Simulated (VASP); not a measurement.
Wanted: the native input for a VASP 6.6.1 run.

- Task: single point
- Functional: PBEsol
- Potentials or basis: VASP PAW PBE potentials, release 64 (Ir_sv_GW)
- Cutoff: 500 eV
- k mesh: 12 × 12 × 12
- Occupations: fermi-dirac, width 0.05 eV
- Spin: no spin polarisation
- Dipole correction: no
- Second run: valence_matched
- Further INCAR settings: ALGO = Normal; EDIFF = 1e-06; NBANDS = 14

The structure of Ir lies in POSCAR:

```
Ir
1.0
    0.0000000000      1.9112148015      1.9112148015
    1.9112148015      0.0000000000      1.9112148015
    1.9112148015      1.9112148015      0.0000000000
Ir
1
Direct
    0.0000000000      0.0000000000      0.0000000000
```

One way to write it, as run:

INCAR

```
PREC = Accurate ; ENCUT = 500
EDIFF = 1E-6 ; ISMEAR = -1
SIGMA = 0.05 ; LREAL = F
LASPH = T ; NELM = 120
ALGO = Normal ; ISIF = 2
LWAVE = F ; LCHARG = F
GGA = PS ; NBANDS = 14
GGA_COMPAT = F
```

KPOINTS

```
Automatic mesh
0
Gamma
  12 12 12
```

Potentials or basis: VASP PAW PBE potentials, release 64 (Ir_sv_GW).

Launch:

```sh
$ cat potpaw_PBE.64/Ir_sv_GW/POTCAR > POTCAR
$ mpirun -np 1 vasp_std > vasp.out
```

It gave:

The pressure is -1.3 GPa.

Caveat: the PAW data sets were made with another functional, which shifts forces and pressure a little.

Wall time 9.5 s on 1 thread of Intel(R) Xeon(R) Platinum 8488C (Sapphire Rapids), on a shared host, peak memory 0.13 GiB.
